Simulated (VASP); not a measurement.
LaMg:

```
CELL_PARAMETERS angstrom
3.96000 0.00000 0.00000
0.00000 3.96000 0.00000
0.00000 0.00000 3.96000
ATOMIC_POSITIONS crystal
La 0.00000 0.00000 0.00000
Mg 0.50000 0.50000 0.50000
```

| Quantity | Value |
| --- | --- |
| Program | VASP 6.6.1 |
| Task | relaxation of cell and atoms |
| Functional | LDA |
| Potentials or basis | VASP PAW LDA potentials, release 64 (La, Mg_sv) |
| Cutoff | 840 eV |
| k mesh | 5 × 5 × 5 |
| Occupations | gaussian, width 0.1 eV |
| Spin | no spin polarisation |

At the start: pressure -2.2 GPa; volume 31.05 Å³/atom.

Question: Where does the relaxation end?

Answer: Over 5 steps the energy falls by 23.3 meV/atom and the volume is 28.61 Å³/atom (-7.9 %); space group Pm-3m (No. 221, to 0.1 Å) before and after.

The path:
```
step  energy change (eV)  largest force (eV/Å)  pressure (GPa)  volume (Å³)
   1              0.0000                0.0000           -2.17        62.10
   2             -0.0436                0.0000           -0.79        58.39
   3             -0.0460                0.0000           -0.36        57.74
   4             -0.0453                0.0000            0.54        56.46
   5             -0.0466                0.0000           -0.01        57.22
```

Final structure:
```xyz
2
Lattice="3.8535 0.0000 0.0000 0.0000 3.8535 0.0000 0.0000 0.0000 3.8535" Properties=species:S:1:pos:R:3 pbc="T T T"
La    0.0000    0.0000    0.0000
Mg    1.9267    1.9267    1.9267
```
